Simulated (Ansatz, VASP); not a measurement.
## WS2: VASP beside Ansatz

```
W S
1.0
     1.57860    0.91140    6.03958
    -1.57860    0.91140    6.03958
     0.00000   -1.82281    6.03958
W S
1 2
Direct
  0.99934 0.99934 0.99934
  0.75278 0.75278 0.75278
  0.57917 0.57917 0.57917
```

Alike in both runs: functional PBE; dispersion D3(BJ); k mesh 12 × 12 × 12; occupations gaussian, width 0.02 eV; no spin polarisation.

Ansatz relaxed the structure, and its values are those at the end. VASP's run is a single point on that final structure, the one shown.

|  | VASP | Ansatz |
| --- | --- | --- |
| version | VASP 6.6.1 | Ansatz 0.2.0 |
| potentials or method | VASP PAW PBE potentials, release 64 (W_sv, S), cutoff 520 eV | scalar-relativistic, plane waves, PAW |
| valence electrons in the cell | 26 | 26 |

Ansatz gave:

- gap on the k mesh at the Fermi level (eV): 0.92
- least direct gap on the mesh (eV): 1.92
- pressure (GPa): 0.0

Task: Which values does VASP return?

Result: gap on the k mesh at the Fermi level (eV): 0.93; least direct gap on the mesh (eV): 1.92; pressure (GPa): 0.0.

Neither program's run includes spin-orbit coupling.
